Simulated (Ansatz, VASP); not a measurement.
## Two plane-wave programs on TiPbO3

File INCAR:

```
SYSTEM = TiPbO3
PREC = Accurate ; ENCUT = 600
EDIFF = 1E-6 ; ISMEAR = 0
SIGMA = 0.01 ; LREAL = .False.
LASPH = .True. ; NELM = 120
ALGO = Normal ; ISIF = 2
LWAVE = .False. ; LCHARG = .False.
GGA = PE ; NBANDS = 30
GGA_COMPAT = .False.
```

The input KPOINTS:

```
regular mesh
0
Gamma
  6 6 6
  0 0 0
```

POSCAR

```
TiPbO3
1.0
    4.0005229268      0.0000000000      0.0000000000
    0.0000000000      4.0005229268      0.0000000000
    0.0000000000      0.0000000000      4.2577375087
Ti Pb O
1 1 3
Direct
    0.5000000000      0.5000000000      0.5382000000
    0.0000000000      0.0000000000      0.0000000000
    0.5000000000      0.5000000000      0.1130000000
    0.5000000000      0.0000000000      0.6150000000
    0.0000000000      0.5000000000      0.6150000000
```

Input for Ansatz:

```yaml
crystal:
  lattice:
    - [4.000522926769066, 0.0, 0.0]
    - [0.0, 4.000522926769066, 0.0]
    - [0.0, 0.0, 4.257737508668175]
  atoms:
    - { symbol: Ti, position: [0.5, 0.5, 0.5382] }
    - { symbol: Pb, position: [0.0, 0.0, 0.0] }
    - { symbol: O, position: [0.5, 0.5, 0.113] }
    - { symbol: O, position: [0.5, 0.0, 0.615] }
    - { symbol: O, position: [0.0, 0.5, 0.615] }
basis:
  ecutwfc: 510.0
kpoints:
  mp_grid:
    grid: [6, 6, 6]
hamiltonian:
  xc: pbe
  pseudopotentials:
    kind: paw
scf:
  occupations:
    method: fixed
output:
  stress: true
```

Alike in both runs: task single point; functional PBE; k mesh 6 × 6 × 6; no spin polarisation.

|  | VASP | Ansatz |
| --- | --- | --- |
| version | VASP 6.6.1 | Ansatz 0.2.0 |
| potentials or method | VASP PAW PBE potentials, release 64 (Ti_sv, Pb_d, O), cutoff 600 eV | plane waves, PAW |
| occupations | gaussian, width 0.01 eV | fixed |
| valence electrons in the cell | 44 | 44 |

Ansatz gave:

- pressure (GPa): -6.7
- traceless stress, the component that is largest in VASP (GPa): 0.82

Task: What did VASP give for the same quantities?

Result: Pressure (GPa): -6.6; traceless stress, the component that is largest in VASP (GPa): 0.94.

Neither program's run includes spin-orbit coupling.
